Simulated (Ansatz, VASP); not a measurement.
**One calculation of Cu, two programs**

```xyz
3
Lattice="2.6074 0.0000 0.0000 -1.3037 2.2581 0.0000 0.0000 0.0000 6.1164" Properties=species:S:1:pos:R:3 pbc="T T T"
Cu    0.0000    1.5054    5.0970
Cu    0.0000    0.0000    3.0582
Cu    1.3037    0.7527    1.0194
```

Alike in both runs: functional PBE; k mesh 6 × 6 × 4; occupations gaussian, width 0.1 eV; no spin polarisation.

Ansatz relaxed the structure, and its values are those at the end. VASP's run is a single point on that final structure, the one shown.

|  | VASP | Ansatz |
| --- | --- | --- |
| version | VASP 6.6.1 | Ansatz 0.2.0 |
| potentials or method | VASP PAW PBE potentials, release 64 (Cu), cutoff 520 eV | scalar-relativistic, plane waves, PAW |
| valence electrons in the cell | 33 | 57 |

```tsv
	VASP	Ansatz	Ansatz less VASP
gap on the k mesh at the Fermi level (eV)	none	none	-
pressure (GPa)	0.3	-0.1	-0.42
```

A gap of «none» marks a metal or a gap that the smearing closes. With one functional, cell and mesh, what is left measures potentials, basis and numerics. VASP's potentials hold 33 valence electrons a cell and Ansatz's 57, so a difference there can come from the potentials and not from the codes.

The k mesh is coarse, so the values compare programs but aren't converged.
